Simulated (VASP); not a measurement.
# HfSiO4 (Hafnon) (I4_1/amd) in VASP: settings compared, part 2 of 2

VASP 6.6.1.

## Step 4: Single point, PBE

This run uses another cell than the first one, of 10.73 Å³/atom, 0.983 times its volume.

Contents of INCAR:

```
SYSTEM = HfSiO4
ALGO = Normal
EDIFF = 1E-6
ENCUT = 520
GGA = PE
ISIF = 2
ISMEAR = -1
LASPH = .TRUE.
LCHARG = .FALSE.
LREAL = .FALSE.
LWAVE = .FALSE.
NBANDS = 50
NELM = 60
PREC = Accurate
SIGMA = 0.05
```

Contents of KPOINTS:

```
k-points
0
G
  6 6 6
  0 0 0
```

Contents of POSCAR:

```
HfSiO4
1.0
   -3.2862500000      3.2862500000      2.9816000000
    3.2862500000     -3.2862500000      2.9816000000
    3.2862500000      3.2862500000     -2.9816000000
Hf Si O
2 2 8
Direct
    0.0000000000      0.0000000000      0.0000000000
    0.7500000000      0.2500000000      0.5000000000
    0.5000000000      0.5000000000      0.0000000000
    0.2500000000      0.7500000000      0.5000000000
    0.6802000000      0.4957000000      0.8155000000
    0.2457000000      0.9302000000      0.3155000000
    0.6802000000      0.8647000000      0.1845000000
    0.6147000000      0.9302000000      0.6845000000
    0.0698000000      0.3853000000      0.3155000000
    0.5043000000      0.3198000000      0.1845000000
    0.0698000000      0.7543000000      0.6845000000
    0.1353000000      0.3198000000      0.8155000000
```

Launch:

```
$ cat potpaw_PBE.64/Hf_pv/POTCAR potpaw_PBE.64/Si/POTCAR potpaw_PBE.64/O/POTCAR > POTCAR
$ mpirun -np 1 vasp_std > vasp.out
```

Run time: 3.2 min. Hardware: 1 thread of AMD EPYC 7R13 (Zen 3), shared host; peak memory 0.31 GiB.

Results (log left out):

- Free energy: -108.5977 eV
- Pressure: 5.8 GPa
- Largest force: 0.530 eV/Å
- Band gap on the k mesh: 5.41 eV, indirect (least direct gap 5.76 eV)

Forces in eV/Å, atoms in the order of the input:
```
Hf   0.000  0.000  0.000
Hf   0.000  0.000  0.000
Si   0.000  0.000  0.000
Si   0.000  0.000  0.000
O   -0.410  0.000  0.336
O    0.000 -0.410  0.336
O    0.410  0.000  0.336
O    0.000  0.410  0.336
O   -0.410  0.000 -0.336
O    0.000  0.410 -0.336
O    0.410  0.000 -0.336
O    0.000 -0.410 -0.336
```

Stress tensor (GPa, compression positive):
```
5.42 0.00 0.00
0.00 5.42 0.00
0.00 0.00 6.58
```

Levels at points of the mesh, in eV from the valence-band top:
```
           k point  band 36  band 37  band 38  band 39  band 40  band 41
(0.00, 0.00, 0.00)    -0.59    -0.56     0.00     5.79     6.06     6.24
(0.50, 0.00, 0.00)    -0.84    -0.26    -0.20     5.67     5.82     6.58
(0.50, 0.50, 0.00)    -0.93    -0.61    -0.61     5.41     5.41     6.52
(0.50, 0.50, 0.50)    -1.11    -0.88    -0.88     6.25     6.25     6.64
```

Caveat: spin-orbit coupling is left out, which moves the levels of the heavy elements.

## Step 5: Single point, PBE

This run uses another cell than the first one, of 10.30 Å³/atom, 0.944 times its volume.

Contents of INCAR:

```
SYSTEM = HfSiO4
PREC = Accurate
ENCUT = 520
EDIFF = 1E-6
ISMEAR = -1
SIGMA = 0.05
LREAL = .False.
LASPH = .True.
NELM = 60
ALGO = Normal
ISIF = 2
LWAVE = .False.
LCHARG = .False.
GGA = PE
NBANDS = 50
```

Contents of KPOINTS:

```
Automatic mesh
0
Gamma
  5 5 5
  0 0 0
```

Contents of POSCAR:

```
HfSiO4
1.0
   -3.2862500000      3.2862500000      2.8623360000
    3.2862500000     -3.2862500000      2.8623360000
    3.2862500000      3.2862500000     -2.8623360000
Hf Si O
2 2 8
Direct
    0.0000000000      0.0000000000      0.0000000000
    0.7500000000      0.2500000000      0.5000000000
    0.5000000000      0.5000000000      0.0000000000
    0.2500000000      0.7500000000      0.5000000000
    0.6804557737      0.4937557687      0.8132999949
    0.2437557687      0.9304557737      0.3132999949
    0.6804557737      0.8671557788      0.1867000051
    0.6171557788      0.9304557737      0.6867000051
    0.0695442263      0.3828442212      0.3132999949
    0.5062442313      0.3195442263      0.1867000051
    0.0695442263      0.7562442313      0.6867000051
    0.1328442212      0.3195442263      0.8132999949
```

Potentials or basis: VASP PAW PBE potentials, release 64 (Hf_pv, Si, O).

Launch:

```
$ cat potpaw_PBE.64/Hf_pv/POTCAR potpaw_PBE.64/Si/POTCAR potpaw_PBE.64/O/POTCAR > POTCAR
$ mpirun -np 1 vasp_std > vasp.out
```

OUTCAR:

```text
SYSTEM = HfSiO4
   PREC = Accurate
   ENCUT = 520
   EDIFF = 1E-6
   ISMEAR = -1
   LREAL = .False.
   LASPH = .True.
   NELM = 60
   ISIF = 2
   GGA = PE

 ion  position               nearest neighbor table
   1  0.000  0.000  0.000-   8 2.10   9 2.10   6 2.10  11 2.10  10 2.20   5 2.20  12 2.20   7 2.20
                             3 2.86   3 2.86   2 3.58   2 3.58   2 3.58   2 3.58
   2  0.750  0.250  0.500-   7 2.10  12 2.10  10 2.10   5 2.10  11 2.20   6 2.20   9 2.20   8 2.20
                             4 2.86   4 2.86   1 3.58   1 3.58   1 3.58   1 3.58
   3  0.500  0.500  0.000-   5 1.60  10 1.60   7 1.60  12 1.60   1 2.86   1 2.86
   4  0.250  0.750  0.500-   6 1.60  11 1.60   9 1.60   8 1.60   2 2.86   2 2.86
   5  0.680  0.494  0.813-   3 1.60   2 2.10   1 2.20
   6  0.244  0.930  0.313-   4 1.60   1 2.10   2 2.20
   7  0.680  0.867  0.187-   3 1.60   2 2.10   1 2.20
   8  0.617  0.930  0.687-   4 1.60   1 2.10   2 2.20
   9  0.070  0.383  0.313-   4 1.60   1 2.10   2 2.20
  10  0.506  0.320  0.187-   3 1.60   2 2.10   1 2.20
  11  0.070  0.756  0.687-   4 1.60   1 2.10   2 2.20
  12  0.133  0.320  0.813-   3 1.60   2 2.10   1 2.20

  LATTYP: Found a body centered tetragonal cell.
 ALAT       =     6.5725000000
 C/A-ratio  =     0.8710037277

  Lattice vectors:

 A1 = (  -3.2862500000,   3.2862500000,   2.8623360000)
 A2 = (   3.2862500000,  -3.2862500000,   2.8623360000)
 A3 = (   3.2862500000,   3.2862500000,  -2.8623360000)

Analysis of symmetry for initial positions (statically):
=====================================================================
 Subroutine PRICEL returns:
 Original cell was already a primitive cell.

 Routine SETGRP: Setting up the symmetry group for a
 body centered tetragonal supercell.

 Subroutine GETGRP returns: Found 16 space group operations
 (whereof  8 operations were pure point group operations)
 out of a pool of 16 trial point group operations.

The static configuration has the point symmetry D_2d.
 The point group associated with its full space group is D_4h.

Analysis of symmetry for dynamics (positions and initial velocities):
=====================================================================
 Subroutine PRICEL returns:
 Original cell was already a primitive cell.

 Routine SETGRP: Setting up the symmetry group for a
 body centered tetragonal supercell.

 Subroutine GETGRP returns: Found 16 space group operations
 (whereof  8 operations were pure point group operations)
 out of a pool of 16 trial point group operations.

The dynamic configuration has the point symmetry D_2d.
 The point group associated with its full space group is D_4h.

 Subroutine INISYM returns: Found 16 space group operations
 (whereof  8 operations are pure point group operations),
 and found     1 'primitive' translations

----------------------------------------------------------------------------------------

                                     Primitive cell

  volume of cell :     123.6465

[... 70 lines left out ...]
 -0.400000  0.200000  0.000000     16.000000
[... 10 lines left out ...]
 -0.400000  0.400000  0.400000      4.000000
 -0.400000 -0.400000  0.400000      2.000000
   k-points           NKPTS =     18   k-points in BZ     NKDIM =     18   number of bands    NBANDS=     50
   number of dos      NEDOS =    301   number of ions     NIONS =     12
   total plane-waves  NPLWV =  74088
   dimension x,y,z NGX =    42 NGY =   42 NGZ =   42
   dimension x,y,z NGXF=    84 NGYF=   84 NGZF=   84
   ions per type =               2   2   8
   NGX,Y,Z   is equivalent  to a cutoff of  12.79, 12.79, 12.79 a.u.
   NGXF,Y,Z  is equivalent  to a cutoff of  25.58, 25.58, 25.58 a.u.
 SYSTEM =  HfSiO4
   PREC   = accura    normal or accurate (medium, high low for compatibility)
   ISTART =      0    job   : 0-new  1-cont  2-samecut
   ICHARG =      2    charge: 1-file 2-atom 10-const
   ISPIN  =      1    spin polarized calculation?
   LNONCOLLINEAR =      F non collinear calculations
   LSORBIT =      F    spin-orbit coupling
   LASPH  =      T    aspherical Exc in radial PAW
   ENCUT  =  520.0 eV  38.22 Ry    6.18 a.u.  10.15 10.15 10.15*2*pi/ulx,y,z
   NELM   =     60;   NELMIN=  2; NELMDL= -5     # of ELM steps
   EDIFF  = 0.1E-05   stopping-criterion for ELM
   LREAL  =      F    real-space projection
   EDIFFG = 0.1E-04   stopping-criterion for IOM
   NSW    =      0    number of steps for IOM
   IBRION =     -1    ionic relax: 0-MD 1-quasi-New 2-CG
   NFREE  =      0    steps in history (QN), initial steepest desc. (CG)
   ISIF   =      2    stress and relaxation
   ISYM   =      2    0-nonsym 1-usesym 2-fastsym
   POTIM  = 0.5000    time-step for ionic-motion
   TEBEG  =    0.0;   TEEND  =   0.0 temperature during run
   PSTRESS=    0.0 pullay stress
   NELECT =      76.0000    total number of electrons
   NUPDOWN=      -1.0000    fix difference up-down
   EMIN   =  10.00;   EMAX   =-10.00  energy-range for DOS
   EFERMI =   0.00;   METHOD = LEGACY
   ISMEAR =    -1;   SIGMA  =   0.05  broadening in eV -4-tet -1-fermi 0-gaus
   EFERMI_NEDOS =   21; number of points for ismear=-14 and -15
   IALGO  =     38    algorithm
   IMIX   =      4    mixing-type and parameters
     AMIX     =   0.40;   BMIX     =  1.00
     AMIX_MAG =   1.60;   BMIX_MAG =  1.00
  volume/ion in A,a.u.               =      10.30        69.53
  Fermi-wavevector in a.u.,A,eV,Ry     =   1.391934  2.630375 26.361034  1.937481
  Thomas-Fermi vector in A             =   2.515726
   LORBIT       =      0    0 simple, 1 ext, 2 COOP (PROOUT), +10 PAW based schemes
   GGA     = PE    functional components
   LHFCALC =     F    Hartree Fock is set to
   AEXX    =    0.0000 exact exchange contribution
   IVDW    =     0    specifies the selected vdW correction
   LEPSILON=     F    determine dielectric tensor
   LRPA    =     F    only Hartree local field effects (RPA)
 non-spin polarized calculation
  energy-cutoff  :      520.00
  volume of cell :      123.65
 maximum number of plane-waves:      3348
 NGX is ok and might be reduce to    42
   NGX = 21   NGY = 21   NGZ = 21

 number of electron      75.9999995 magnetization

 Free energy of the ion-electron system (eV)
  ---------------------------------------------------
  ext. energy  EPLUGINS =         0.00000000
  ---------------------------------------------------
  free energy    TOTEN  =      -108.07720061 eV

  energy without entropy =     -108.07720061  energy(sigma->0) =     -108.07720061

 E-fermi :   4.6959     XC(G=0): -11.2894

 val. band max:        3.6210514593   @ k =   0.0000   0.0000   0.0000
 cond. band min:       9.2229793126   @ k =   0.2000   0.2000   0.2000
 fundamental gap:      5.6019278533
 Fermi energy:         4.6959242967

 k-point     1 :       0.0000    0.0000    0.0000
  band No.  band energies     occupation
      1     -25.4935      2.00000
      2     -25.4935      2.00000
      3     -25.4480      2.00000
      4     -25.4297      2.00000
      5     -25.2709      2.00000
      6     -25.2709      2.00000
[... 943 lines left out ...]
     49      13.6206      0.00000
     50      13.7304      0.00000

------------------------ aborting loop because EDIFF is reached ----------------------------------------

  FORCE on cell =-STRESS in cart. coord.  units (eV):
  Direction    XX          YY          ZZ          XY          YZ          ZX
  --------------------------------------------------------------------------------------
  -------------------------------------------------------------------------------------
  Total        9.0966662      9.0966662     21.8608184      0.0000000      0.0000000      0.0000000
  in kB      117.8721046    117.8721046    283.2664864      0.0000000      0.0000000      0.0000000
  external PRESSURE =     173.0035652 kB  Pullay stress =       0.0000000 kB

 VOLUME and BASIS-vectors are now :
 -----------------------------------------------------------------------------
  energy-cutoff  :      520.00
  volume of cell :      123.65
      direct lattice vectors                 reciprocal lattice vectors
    -3.286250000  3.286250000  2.862336000     0.000000000  0.152149106  0.174682497
     3.286250000 -3.286250000  2.862336000     0.152149106  0.000000000  0.174682497
     3.286250000  3.286250000 -2.862336000     0.152149106  0.152149106  0.000000000

 POSITION                                       TOTAL-FORCE (eV/Angst)
 -----------------------------------------------------------------------------------
      0.00000      0.00000      0.00000        -0.000000      0.000000      0.000000
     -0.00000      3.28625      1.43117        -0.000000     -0.000000      0.000000
      0.00000      0.00000      2.86234        -0.000000     -0.000000      0.000000
      3.28625     -0.00000      1.43117        -0.000000      0.000000      0.000000
      2.05916      3.28625      1.03305        -0.136009     -0.000000      0.151798
      3.28625     -1.22709      2.46422        -0.000000     -0.136009      0.151798
      1.22709      0.00000      3.89539         0.136009      0.000000      0.151798
      3.28625      1.22709      2.46422         0.000000      0.136009      0.151798
      2.05916      0.00000      0.39812        -0.136009     -0.000000     -0.151798
      0.00000      1.22709      1.82929         0.000000      0.136009     -0.151798
      4.51334      0.00000      0.39812         0.136009      0.000000     -0.151798
      3.28625      2.05916     -1.03305        -0.000000     -0.136009     -0.151798
 -----------------------------------------------------------------------------------
    total drift:                                0.000000      0.000000     -0.000000

  FREE ENERGIE OF THE ION-ELECTRON SYSTEM (eV)
  ---------------------------------------------------
  free  energy   TOTEN  =      -108.0772006112 eV

  energy  without entropy=     -108.0772006111  energy(sigma->0) =     -108.07720061
```

Wall time 1.9 min (1 thread of AMD EPYC 7R43 (Zen 3), shared host); peak memory 0.27 GiB.

Results:

```yaml
Free_energy: -108.0772 eV
Pressure: 17.3 GPa
Largest_force: 0.204 eV/Å
Band_gap_on_the_k_mesh: 5.60 eV, indirect (least direct gap 5.90 eV)
```

Forces in eV/Å, atoms in the order of the input:
```
Hf   0.000  0.000  0.000
Hf   0.000  0.000  0.000
Si   0.000  0.000  0.000
Si   0.000  0.000  0.000
O   -0.136  0.000  0.152
O    0.000 -0.136  0.152
O    0.136  0.000  0.152
O    0.000  0.136  0.152
O   -0.136  0.000 -0.152
O    0.000  0.136 -0.152
O    0.136  0.000 -0.152
O    0.000 -0.136 -0.152
```

Stress tensor (GPa, compression positive):
```
11.79  0.00  0.00
 0.00 11.79  0.00
 0.00  0.00 28.33
```

Levels at points of the mesh, in eV from the valence-band top:
```csv
k point,band 34,band 35,band 36,band 37,band 38,band 39,band 40,band 41,band 42,band 43
"(0.00, 0.00, 0.00)",-0.71,-0.71,-0.60,-0.49,0.00,5.90,6.36,6.57,6.57,6.71
```

Caveat: spin-orbit coupling is left out, which moves the levels of the heavy elements.

## Step 6: The runs side by side

| level | cell | k mesh | gap on the mesh (eV) | pressure (GPa) | largest force (eV/Å) |
| --- | --- | --- | --- | --- | --- |
| revPBE+D3(BJ) | a = 5.553 Å, angles 107.0, 107.0, 114.5°, 12 atoms | 6 × 6 × 6 | 5.39 | -1.9 | 0.16 |
| revPBE+D4 | a = 5.546 Å, angles 107.0, 107.0, 114.4°, 12 atoms | 6 × 6 × 6 | 5.41 | -1.9 | 0.16 |
| PBE | a = 5.522 Å, angles 107.0, 107.0, 114.6°, 12 atoms | 6 × 6 × 6 | 5.41 | 5.8 | 0.53 |
| PBE | a = 5.458 Å, angles 106.0, 106.0, 116.7°, 12 atoms | 5 × 5 × 5 | 5.60 | 17.3 | 0.20 |

Alike in all rows: task single point; potentials or basis VASP PAW PBE potentials, release 64 (Hf_pv, Si, O); no spin polarisation; cutoff (eV) 520; smearing fermi-dirac 0.05 eV.

Caveats: spin-orbit coupling is left out, which moves the levels of the heavy elements; the PAW data sets were made with another functional, which shifts forces and pressure a little (some runs).

Total energies depend on the potentials used, so only differences within one code and one set of settings carry meaning.
